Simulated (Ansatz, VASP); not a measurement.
## Two plane-wave programs on GaSbTe4

```xyz
6
Lattice="4.4424 0.0000 0.0000 0.0000 4.4424 0.0000 0.0000 0.0000 9.3387" Properties=species:S:1:pos:R:3 pbc="T T T"
Ga    0.0000    0.0000    0.0000
Sb    2.2212    2.2212    4.6693
Te    2.2212    2.2212    0.0000
Te    2.2212    2.2212    6.4607
Te    2.2212    2.2212    2.8780
Te    0.0000    0.0000    4.6693
```

Alike in both runs: task single point; functional PBE; k mesh 4 × 4 × 2; occupations gaussian, width 0.1 eV; no spin polarisation.

|  | VASP | Ansatz |
| --- | --- | --- |
| version | VASP 6.6.1 | Ansatz 0.2.0 |
| potentials or method | VASP PAW PBE potentials, release 64 (Ga_d, Sb, Te), cutoff 520 eV | scalar-relativistic, plane waves, PAW |
| valence electrons in the cell | 42 | 92 |

|  | VASP | Ansatz | Ansatz less VASP |
| --- | --- | --- | --- |
| gap on the k mesh at the Fermi level (eV) | none | none | - |
| rms of the force components (eV/Å) | 18.051 | 18.640 | +0.5897 |

Atom by atom the forces differ by 0.590 eV/Å (rms over components). A gap of «none» marks a metal or a gap that the smearing closes. VASP's potentials hold 42 valence electrons a cell and Ansatz's 92, so a difference there can come from the potentials and not from the codes.

Neither program's run includes spin-orbit coupling.
